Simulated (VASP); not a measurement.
# Mo (Fd-3m) in VASP: further runs

Mo is run at these levels: LDA; tasks: single point, relaxation of cell and atoms.

All numbers are computed with VASP 6.6.1; they aren't measurements. Logs are shortened: lines on timing, memory, paths and dates and some standing lists are left out, and cuts for length are marked.

## Step 1: The cell of the first run

It takes space group Fd-3m (No. 227, cubic). The conventional cell has a = 5.643 Å, b = 5.643 Å, c = 5.643 Å, α = 90.00°, β = 90.00°, γ = 90.00°. Mo (site symmetry -43m) has 4 Mo at 2.44 Å within 3.2 Å.

## Step 2: Single point, LDA (volume scaled by 1.04)

INCAR

```
PREC     = Accurate       # precision mode
ENCUT    = 520            # plane-wave cutoff, eV
EDIFF    = 1E-7           # SCF threshold, eV
ISMEAR   = -1             # smearing method
SIGMA    = 0.1            # smearing width, eV
LREAL    = F              # projectors in reciprocal space
LASPH    = T              # aspherical terms in the spheres
NELM     = 100            # most SCF steps
ALGO     = Normal         # electronic algorithm
ISIF     = 2              # what is computed and relaxed
LWAVE    = F              # write WAVECAR
LCHARG   = F              # write CHGCAR
GGA      = CA             # functional
NBANDS   = 21             # bands
```

KPOINTS

```
Automatic mesh
0
Gamma
  11 11 11
```

POSCAR

```
Mo
1.0
    0.0000000000      2.8215216626      2.8215216626
    2.8215216626      0.0000000000      2.8215216626
    2.8215216626      2.8215216626      0.0000000000
Mo
2
Direct
    0.1250000000      0.1250000000      0.1250000000
    0.8750000000      0.8750000000      0.8750000000
```

Potentials or basis: VASP PAW LDA potentials, release 64 (Mo_sv).

Started as:

```sh
cat potpaw_LDA.64/Mo_sv/POTCAR > POTCAR
mpirun -np 1 vasp_std > vasp.out
```

OUTCAR:

```text
PREC = Accurate
   ENCUT = 520
   EDIFF = 1E-7
   ISMEAR = -1
   LREAL = F
   LASPH = T
   NELM = 100
   ISIF = 2
   GGA = CA

 ion  position               nearest neighbor table
   1  0.125  0.125  0.125-   2 2.44   2 2.44   2 2.44   2 2.44
   2  0.875  0.875  0.875-   1 2.44   1 2.44   1 2.44   1 2.44

  LATTYP: Found a face centered cubic cell.
 ALAT       =     5.6430433252

  Lattice vectors:

 A1 = (   0.0000000000,   2.8215216626,   2.8215216626)
 A2 = (   2.8215216626,   0.0000000000,   2.8215216626)
 A3 = (   2.8215216626,   2.8215216626,   0.0000000000)

Analysis of symmetry for initial positions (statically):
[... 5 lines left out ...]
 face centered cubic supercell.

 Subroutine GETGRP returns: Found 48 space group operations
 (whereof 12 operations were pure point group operations)
 out of a pool of 48 trial point group operations.

The static configuration has the point symmetry D_3d.
 The point group associated with its full space group is O_h .

Analysis of symmetry for dynamics (positions and initial velocities):
[... 5 lines left out ...]
 face centered cubic supercell.

 Subroutine GETGRP returns: Found 48 space group operations
 (whereof 12 operations were pure point group operations)
 out of a pool of 48 trial point group operations.

The dynamic configuration has the point symmetry D_3d.
 The point group associated with its full space group is O_h .

 Subroutine INISYM returns: Found 48 space group operations
 (whereof 12 operations are pure point group operations),
 and found     1 'primitive' translations

----------------------------------------------------------------------------------------

                                     Primitive cell

  volume of cell :      44.9242

  direct lattice vectors                    reciprocal lattice vectors
     0.000000000  2.821521663  2.821521663    -0.177209343  0.177209343  0.177209343
     2.821521663  0.000000000  2.821521663     0.177209343 -0.177209343  0.177209343
     2.821521663  2.821521663  0.000000000     0.177209343  0.177209343 -0.177209343

  length of vectors
     3.990234202  3.990234202  3.990234202     0.306935586  0.306935586  0.306935586

  position of ions in fractional coordinates (direct lattice)
     0.125000000  0.125000000  0.125000000
     0.875000000  0.875000000  0.875000000

  ion indices of the primitive-cell ions
   primitive index   ion index
                 1           1
                 2           2

----------------------------------------------------------------------------------------

 KPOINTS: Automatic mesh

Automatic generation of k-mesh.
 Grid dimensions read from file:
 generate k-points for:   11   11   11

 Generating k-lattice:

  Cartesian coordinates                     Fractional coordinates (reciprocal lattice)
    -0.016109940  0.016109940  0.016109940     0.090909091  0.000000000  0.000000000
     0.016109940 -0.016109940  0.016109940     0.000000000  0.090909091  0.000000000
     0.016109940  0.016109940 -0.016109940     0.000000000  0.000000000  0.090909091

  Length of vectors
     0.027903235  0.027903235  0.027903235

  Shift w.r.t. Gamma in fractional coordinates (k-lattice)
     0.000000000  0.000000000  0.000000000

 Subroutine IBZKPT returns following result:
 ===========================================

 Found     56 irreducible k-points:

 Following reciprocal coordinates:
            Coordinates               Weight
  0.000000  0.000000  0.000000      1.000000
  0.090909  0.000000  0.000000      8.000000
  0.181818  0.000000  0.000000      8.000000
  0.272727  0.000000  0.000000      8.000000
  0.363636  0.000000  0.000000      8.000000
  0.454545  0.000000  0.000000      8.000000
[... 16 lines left out ...]
 -0.272727  0.181818  0.000000     24.000000
 -0.181818  0.181818  0.000000     12.000000
 [... further k-points ...]
   k-points           NKPTS =     56   k-points in BZ     NKDIM =     56   number of bands    NBANDS=     21
   number of dos      NEDOS =    301   number of ions     NIONS =      2
   total plane-waves  NPLWV =  27000
   dimension x,y,z NGX =    30 NGY =   30 NGZ =   30
   dimension x,y,z NGXF=    60 NGYF=   60 NGZF=   60
   ions per type =               2
   NGX,Y,Z   is equivalent  to a cutoff of  12.50, 12.50, 12.50 a.u.
   NGXF,Y,Z  is equivalent  to a cutoff of  25.00, 25.00, 25.00 a.u.
 SYSTEM =  unknown system
   PREC   = accura    normal or accurate (medium, high low for compatibility)
   ISTART =      0    job   : 0-new  1-cont  2-samecut
   ICHARG =      2    charge: 1-file 2-atom 10-const
   ISPIN  =      1    spin polarized calculation?
   LNONCOLLINEAR =      F non collinear calculations
   LSORBIT =      F    spin-orbit coupling
   LASPH  =      T    aspherical Exc in radial PAW
   ENCUT  =  520.0 eV  38.22 Ry    6.18 a.u.   7.42  7.42  7.42*2*pi/ulx,y,z
   NELM   =    100;   NELMIN=  2; NELMDL= -5     # of ELM steps
   EDIFF  = 0.1E-06   stopping-criterion for ELM
   LREAL  =      F    real-space projection
   EDIFFG = 0.1E-05   stopping-criterion for IOM
   NSW    =      0    number of steps for IOM
   IBRION =     -1    ionic relax: 0-MD 1-quasi-New 2-CG
   NFREE  =      0    steps in history (QN), initial steepest desc. (CG)
   ISIF   =      2    stress and relaxation
   ISYM   =      2    0-nonsym 1-usesym 2-fastsym
   POTIM  = 0.5000    time-step for ionic-motion
   TEBEG  =    0.0;   TEEND  =   0.0 temperature during run
   PSTRESS=    0.0 pullay stress
   NELECT =      28.0000    total number of electrons
   NUPDOWN=      -1.0000    fix difference up-down
   EMIN   =  10.00;   EMAX   =-10.00  energy-range for DOS
   EFERMI =   0.00;   METHOD = LEGACY
   ISMEAR =    -1;   SIGMA  =   0.10  broadening in eV -4-tet -1-fermi 0-gaus
   EFERMI_NEDOS =   21; number of points for ismear=-14 and -15
   IALGO  =     38    algorithm
   IMIX   =      4    mixing-type and parameters
     AMIX     =   0.40;   BMIX     =  1.00
     AMIX_MAG =   1.60;   BMIX_MAG =  1.00
  volume/ion in A,a.u.               =      22.46       151.58
  Fermi-wavevector in a.u.,A,eV,Ry     =   1.398409  2.642609 26.606831  1.955547
  Thomas-Fermi vector in A             =   2.521570
   LORBIT       =      0    0 simple, 1 ext, 2 COOP (PROOUT), +10 PAW based schemes
   GGA     = CA    functional components
   LHFCALC =     F    Hartree Fock is set to
   AEXX    =    0.0000 exact exchange contribution
   IVDW    =     0    specifies the selected vdW correction
   LEPSILON=     F    determine dielectric tensor
   LRPA    =     F    only Hartree local field effects (RPA)
 non-spin polarized calculation
  energy-cutoff  :      520.00
  volume of cell :       44.92
 maximum number of plane-waves:      1243
 NGX is ok and might be reduce to    30
   NGX = 15   NGY = 15   NGZ = 15

 number of electron      28.0000002 magnetization

 Free energy of the ion-electron system (eV)
  ---------------------------------------------------
  ext. energy  EPLUGINS =         0.00000000
  ---------------------------------------------------
  free energy    TOTEN  =       -19.56687248 eV

  energy without entropy =      -19.47983900  energy(sigma->0) =      -19.52335574

 E-fermi :   6.9475     XC(G=0): -11.2185

 val. band max:        6.9462048012   @ k =  -0.4545   0.4545   0.0909
 cond. band min:       6.9670552188   @ k =   0.3636   0.1818   0.0000
 fundamental gap:      0.0208504175
 Fermi energy:         6.9475400380

 k-point     1 :       0.0000    0.0000    0.0000
  band No.  band energies     occupation
      1     -53.2042      2.00000
      2     -52.4549      2.00000
      3     -27.7923      2.00000
      4     -27.7923      2.00000
      5     -27.7923      2.00000
      6     -26.6096      2.00000
[... 13 lines left out ...]
     20      18.4116      0.00000
     21      19.1987      0.00000

 k-point     2 :       0.0909    0.0000    0.0000
  band No.  band energies     occupation
      1     -53.1933      2.00000
      2     -52.4667      2.00000
      3     -27.8047      2.00000
      4     -27.8047      2.00000
      5     -27.7917      2.00000
      6     -26.6100      2.00000
[... 13 lines left out ...]
     20      17.7247      0.00000
     21      19.2595      0.00000

 k-point     3 :       0.1818    0.0000    0.0000
  band No.  band energies     occupation
      1     -53.1621      2.00000
      2     -52.5001      2.00000
      3     -27.8366      2.00000
      4     -27.8366      2.00000
      5     -27.7904      2.00000
      6     -26.6104      2.00000
[... 13 lines left out ...]
     20      16.9557      0.00000
     21      17.8961      0.00000

 k-point     4 :       0.2727    0.0000    0.0000
  band No.  band energies     occupation
      1     -53.1157      2.00000
      2     -52.5494      2.00000
      3     -27.8758      2.00000
      4     -27.8758      2.00000
      5     -27.7898      2.00000
      6     -26.6095      2.00000
[... 13 lines left out ...]
     20      15.2099      0.00000
     21      17.0811      0.00000

 k-point     5 :       0.3636    0.0000    0.0000
  band No.  band energies     occupation
      1     -53.0645      2.00000
      2     -52.6033      2.00000
      3     -27.9098      2.00000
      4     -27.9098      2.00000
      5     -27.7904      2.00000
      6     -26.6073      2.00000
[... 13 lines left out ...]
     20      13.2503      0.00000
     21      16.9147      0.00000
[... 382 lines left out ...]
     20      11.6897      0.00000
     21      15.4111      0.00000

 k-point    22 :      -0.3636    0.1818    0.0000
  band No.  band energies     occupation
      1     -53.0005      2.00000
      2     -52.6698      2.00000
      3     -28.0470      2.00000
      4     -27.9488      2.00000
      5     -27.6121      2.00000
      6     -26.7797      2.00000
[... 13 lines left out ...]
     20      12.2995      0.00000
     21      15.2479      0.00000

 k-point    23 :      -0.2727    0.1818    0.0000
  band No.  band energies     occupation
      1     -53.0471      2.00000
      2     -52.6214      2.00000
      3     -28.0185      2.00000
      4     -27.9129      2.00000
      5     -27.6537      2.00000
      6     -26.7398      2.00000
[... 13 lines left out ...]
     20      13.9101      0.00000
     21      15.4359      0.00000

 k-point    24 :      -0.1818    0.1818    0.0000
  band No.  band energies     occupation
      1     -53.0980      2.00000
      2     -52.5681      2.00000
      3     -27.9654      2.00000
      4     -27.8739      2.00000
      5     -27.7059      2.00000
      6     -26.6909      2.00000
[... 13 lines left out ...]
     20      15.7969      0.00000
     21      16.0156      0.00000

 [... further k-points ...]
[... 5 lines left out ...]
  --------------------------------------------------------------------------------------
  -------------------------------------------------------------------------------------
  Total       -1.0809189     -1.0809189     -1.0809189     -0.0000000      0.0000000     -0.0000000
  in kB      -38.5499260    -38.5499260    -38.5499260     -0.0000000      0.0000000     -0.0000000
  external PRESSURE =     -38.5499260 kB  Pullay stress =       0.0000000 kB

 VOLUME and BASIS-vectors are now :
 -----------------------------------------------------------------------------
  energy-cutoff  :      520.00
  volume of cell :       44.92
      direct lattice vectors                 reciprocal lattice vectors
     0.000000000  2.821521663  2.821521663    -0.177209343  0.177209343  0.177209343
     2.821521663  0.000000000  2.821521663     0.177209343 -0.177209343  0.177209343
     2.821521663  2.821521663  0.000000000     0.177209343  0.177209343 -0.177209343

 POSITION                                       TOTAL-FORCE (eV/Angst)
 -----------------------------------------------------------------------------------
      0.70538      0.70538      0.70538         0.000000      0.000000      0.000000
      4.93766      4.93766      4.93766        -0.000000     -0.000000     -0.000000
 -----------------------------------------------------------------------------------
    total drift:                               -0.000000      0.000000      0.000000

  FREE ENERGIE OF THE ION-ELECTRON SYSTEM (eV)
  ---------------------------------------------------
  free  energy   TOTEN  =       -19.5668724759 eV

  energy  without entropy=      -19.4798389960  energy(sigma->0) =      -19.52335574
```

It took 20 s on 1 thread of AMD EPYC 9R45 (Zen 5), shared host; peak memory 0.14 GiB.

Results:

| Quantity | Value |
| --- | --- |
| Free energy | -19.5669 eV |
| Pressure | -3.9 GPa |
| Band gap on the k mesh | zero (band 14 reaches 7.18 eV, above the bottom of band 15 at 6.73 eV) |

## Step 3: Single point, LDA (volume scaled by 1.08)

INCAR

```
PREC = Accurate
ENCUT = 520
EDIFF = 1E-6
ISMEAR = -1
SIGMA = 0.1
LREAL = F
LASPH = T
NELM = 80
ALGO = Normal
ISIF = 2
LWAVE = F
LCHARG = T
GGA = CA
LELF = T
LVHAR = T
NBANDS = 21
```

KPOINTS is that of step 2.

POSCAR

```
Mo
1.0
    0.0000000000      2.8572409185      2.8572409185
    2.8572409185      0.0000000000      2.8572409185
    2.8572409185      2.8572409185      0.0000000000
Mo
2
Direct
    0.1250000000      0.1250000000      0.1250000000
    0.8750000000      0.8750000000      0.8750000000
```

Potentials or basis: VASP PAW LDA potentials, release 64 (Mo_sv).

Started as:

```sh
cat potpaw_LDA.64/Mo_sv/POTCAR > POTCAR
mpirun -np 1 vasp_std > vasp.out
```

OUTCAR:

```text
PREC = Accurate
   ENCUT = 520
   EDIFF = 1E-6
   ISMEAR = -1
   LREAL = F
   LASPH = T
   NELM = 80
   ISIF = 2
   GGA = CA

 ion  position               nearest neighbor table
   1  0.125  0.125  0.125-   2 2.47   2 2.47   2 2.47   2 2.47
   2  0.875  0.875  0.875-   1 2.47   1 2.47   1 2.47   1 2.47

  LATTYP: Found a face centered cubic cell.
 ALAT       =     5.7144818370

  Lattice vectors:

[... 188 lines left out ...]
  band No.  band energies     occupation
      1     -53.6026      2.00000
      2     -52.9441      2.00000
      3     -28.1642      2.00000
      4     -28.1642      2.00000
      5     -28.1642      2.00000
      6     -27.0892      2.00000
[... 565 lines left out ...]
     20      15.0373      0.00000
     21      15.2672      0.00000

 [... further k-points ...]
[... 5 lines left out ...]
  --------------------------------------------------------------------------------------
  -------------------------------------------------------------------------------------
  Total       -2.2211332     -2.2211332     -2.2211332      0.0000000     -0.0000000     -0.0000000
  in kB      -76.2806891    -76.2806891    -76.2806891      0.0000000     -0.0000000     -0.0000000
  external PRESSURE =     -76.2806891 kB  Pullay stress =       0.0000000 kB

 VOLUME and BASIS-vectors are now :
 -----------------------------------------------------------------------------
  energy-cutoff  :      520.00
  volume of cell :       46.65
      direct lattice vectors                 reciprocal lattice vectors
     0.000000000  2.857240919  2.857240919    -0.174993994  0.174993994  0.174993994
     2.857240919  0.000000000  2.857240919     0.174993994 -0.174993994  0.174993994
     2.857240919  2.857240919  0.000000000     0.174993994  0.174993994 -0.174993994

 POSITION                                       TOTAL-FORCE (eV/Angst)
 -----------------------------------------------------------------------------------
      0.71431      0.71431      0.71431         0.000000      0.000000      0.000000
      5.00017      5.00017      5.00017        -0.000000     -0.000000     -0.000000
 -----------------------------------------------------------------------------------
    total drift:                               -0.000000      0.000000      0.000000

  FREE ENERGIE OF THE ION-ELECTRON SYSTEM (eV)
  ---------------------------------------------------
  free  energy   TOTEN  =       -19.5051505339 eV

  energy  without entropy=      -19.4131723340  energy(sigma->0) =      -19.45916143
```

OSZICAR:

```text
N       E                     dE             d eps       ncg     rms          rms(c)
DAV:   1     0.315281625881E+03    0.31528E+03   -0.17369E+04  2352   0.133E+03
DAV:   2    -0.130533383541E+02   -0.32833E+03   -0.32033E+03  2665   0.432E+02
DAV:   3    -0.198788172319E+02   -0.68255E+01   -0.66887E+01  2762   0.659E+01
DAV:   4    -0.199207843781E+02   -0.41967E-01   -0.41879E-01  2597   0.531E+00
DAV:   5    -0.199211651345E+02   -0.38076E-03   -0.38074E-03  2701   0.485E-01    0.131E+01
DAV:   6    -0.195771543385E+02    0.34401E+00   -0.70595E-01  2596   0.710E+00    0.484E+00
DAV:   7    -0.195141716513E+02    0.62983E-01   -0.89646E-02  2722   0.260E+00    0.114E+00
DAV:   8    -0.195051482800E+02    0.90234E-02   -0.13229E-02  2417   0.662E-01    0.154E-01
DAV:   9    -0.195051467823E+02    0.14977E-05   -0.15629E-04  2804   0.106E-01    0.762E-02
DAV:  10    -0.195051504968E+02   -0.37145E-05   -0.16574E-05  2647   0.381E-02    0.981E-03
DAV:  11    -0.195051505339E+02   -0.37127E-07   -0.33349E-07  1521   0.493E-03
   1 F= -.19505151E+02 E0= -.19459161E+02  d E =-.919782E-01
```

It took 21 s on 1 thread of AMD EPYC 9R45 (Zen 5), shared host; peak memory 0.14 GiB.

Results:

```
Free energy            : -19.5052 eV
Pressure               : -7.6 GPa
Band gap on the k mesh : zero (band 14 reaches 6.76 eV, above the bottom of band 15 at 6.30 eV)
```

Levels at points of the mesh, in eV from the Fermi level:
```csv
k point,band 12,band 13,band 14,band 15,band 16,band 17
"(0.00, 0.00, 0.00)",-1.28,-1.28,-1.28,1.28,1.28,1.28
```

[end of part 1 of 3]
